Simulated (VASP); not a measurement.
Input of a VASP 6.6.1 run:

File INCAR:

```
ALGO = Normal ; EDIFF = 1E-7
ENCUT = 520 ; GGA = PS
ISIF = 2 ; ISMEAR = -1
LASPH = True ; LCHARG = False
LREAL = False ; LWAVE = False
NBANDS = 34 ; NELM = 100
PREC = Accurate ; SIGMA = 0.01
```

KPOINTS

```
k-points
0
Gamma
  8 8 12
```

POSCAR

```
Hf2N
1.0
    5.3131240200      0.0000000000      0.0000000000
    0.0000000000      5.3131240200      0.0000000000
    0.0000000000      0.0000000000      3.2420983900
Hf N
4 2
Direct
    0.2955363700      0.2955363700      0.0000000000
    0.7044636300      0.7044636300      0.0000000000
    0.7955363700      0.2044636300      0.5000000000
    0.2044636300      0.7955363700      0.5000000000
    0.0000000000      0.0000000000      0.0000000000
    0.5000000000      0.5000000000      0.5000000000
```

Potentials or basis: VASP PAW PBE potentials, release 64 (Hf_pv, N).

The run is started by

```console
$ cat potpaw_PBE.64/Hf_pv/POTCAR potpaw_PBE.64/N/POTCAR > POTCAR
$ mpirun -np 1 vasp_std > vasp.out
```

Q: What does it give for the pressure?

A: -3.3 GPa.

Q: Estimate the largest force.

A: 0.007 eV/Å.

Stress tensor (GPa, compression positive):
```
-3.09  0.00  0.00
 0.00 -3.09  0.00
 0.00  0.00 -3.67
```

Caveat: the PAW data sets were made with another functional, which shifts forces and pressure a little.
